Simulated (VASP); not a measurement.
**Au: electric field gradients with PBEsol**

Au:

```
CELL_PARAMETERS angstrom
2.90000 0.00000 0.00000
-1.45000 2.51147 0.00000
0.00000 0.00000 4.92880
ATOMIC_POSITIONS crystal
Au 0.33333 0.66667 0.75000
Au 0.66667 0.33333 0.25000
```

This cell differs from its parent crystal: zz strain of +1 %.

| Quantity | Value |
| --- | --- |
| Program | VASP 6.6.1 |
| Task | electric field gradients |
| Functional | PBEsol |
| Potentials or basis | VASP PAW PBE potentials, release 64 (Au) |
| Cutoff | 520 eV |
| k mesh | 14 × 14 × 8 |
| Occupations | fermi-dirac, width 0.03 eV |
| Spin | no spin polarisation |
| Dipole correction | no |
| Further INCAR settings | ALGO = Normal; EDIFF = 1e-08; NBANDS = 18 |

```json
{"Pressure": "-7.7 GPa", "Band gap on the k mesh": "zero (band 11 reaches 12.17 eV, above the bottom of band 12 at 5.90 eV)"}
```

Stress tensor (GPa, compression positive):
```
-7.70  0.00  0.00
 0.00 -7.70  0.00
 0.00  0.00 -7.80
```

Levels at points of the mesh, in eV from the Fermi level:
```csv
k point,band 8,band 9,band 10,band 11,band 12,band 13,band 14,band 15
"(0.00, 0.00, 0.00)",-3.31,-3.31,-2.11,-2.11,-1.03,2.29,14.65,15.43
"(0.50, 0.00, 0.00)",-1.92,-1.78,-1.63,0.39,1.51,5.50,6.90,7.02
"(0.00, 0.00, 0.50)",-4.33,-2.52,-2.52,-2.52,-2.52,10.00,10.00,14.93
"(0.50, 0.00, 0.50)",-2.31,-1.69,-1.69,0.54,0.54,3.72,3.72,12.79
```

Electric field gradients, principal values (V/Å²):
```csv
atom,least,middle,greatest (by size)
1 Au,-11.584,-11.584,23.168
2 Au,-11.584,-11.584,23.168
```

Wall time 40 s on 1 thread of AMD EPYC 9R45 96-Core Processor (Zen 5) (shared host), peak memory 0.17 GiB.

Caveat: the cell differs from its parent crystal (zz strain of +1 %); without QUAD_EFG the Cq values of the log hold for a quadrupole moment of 1 mb, not for the nuclei; the PAW data sets were made with another functional, which shifts forces and pressure a little; spin-orbit coupling is left out, which moves the levels of the heavy elements.
